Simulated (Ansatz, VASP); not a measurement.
**One calculation of Al3BP4, two programs**

```
B P Al
1.0
     5.16908    0.00000    0.00000
     0.00000    5.16908    0.00000
     0.00000    0.00000    5.16908
B P Al
1 4 3
Direct
  0.00000 0.00000 0.00000
  0.22592 0.22592 0.22592
  0.77408 0.77408 0.22592
  0.77408 0.22592 0.77408
  0.22592 0.77408 0.77408
  0.50000 0.50000 0.00000
  0.50000 0.00000 0.50000
  0.00000 0.50000 0.50000
```

Alike in both runs: task single point; functional PBE; k mesh 4 × 4 × 4; no spin polarisation.

|  | VASP | Ansatz |
| --- | --- | --- |
| version | VASP 6.6.1 | Ansatz 0.2.0 |
| potentials or method | VASP PAW PBE potentials, release 64 (B, P, Al) | plane waves, PAW |
| plane-wave cutoff (eV) | 520 | 420 |
| occupations | gaussian, width 0.01 eV | fixed |
| valence electrons in the cell | 32 | 32 |

Ansatz gave:

- gap on the k mesh at the Fermi level (eV): 1.12
- pressure (GPa): 6.7
- rms of the force components (eV/Å): 0.032

Question: Which values does VASP return?

Answer: gap on the k mesh at the Fermi level (eV): 1.12; pressure (GPa): 6.6; rms of the force components (eV/Å): 0.032.
